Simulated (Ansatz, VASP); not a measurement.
# One calculation of BP, two programs

```xyz
2
Lattice="0.0000 2.2840 2.2840 2.2840 0.0000 2.2840 2.2840 2.2840 0.0000" Properties=species:S:1:pos:R:3 pbc="T T T"
B     0.0000    0.0000    0.0000
P     1.1420    1.1420    1.1420
```

Change from the starting cell: volume scaled by 1.02, ions relaxed.

Alike in both runs: functional PBE; k mesh 16 × 16 × 16; occupations fermi-dirac, width 0.02 eV; no spin polarisation.

Ansatz relaxed the structure, and its values are those at the end. VASP's run is a single point on that final structure, the one shown.

|  | VASP | Ansatz |
| --- | --- | --- |
| version | VASP 6.6.1 | Ansatz 0.2.0 |
| potentials or method | VASP PAW PBE potentials, release 64 (B, P) | plane-wave PAW, scalar-relativistic |
| plane-wave cutoff (eV) | 520 | 420 |
| valence electrons in the cell | 8 | 8 |

```tsv
	VASP	Ansatz	Ansatz less VASP
gap on the k mesh at the Fermi level (eV)	1.28	1.28	+0.004
pressure (GPa)	-2.3	-2.0	+0.22
```

Ansatz's warnings: stress scf threshold loose.
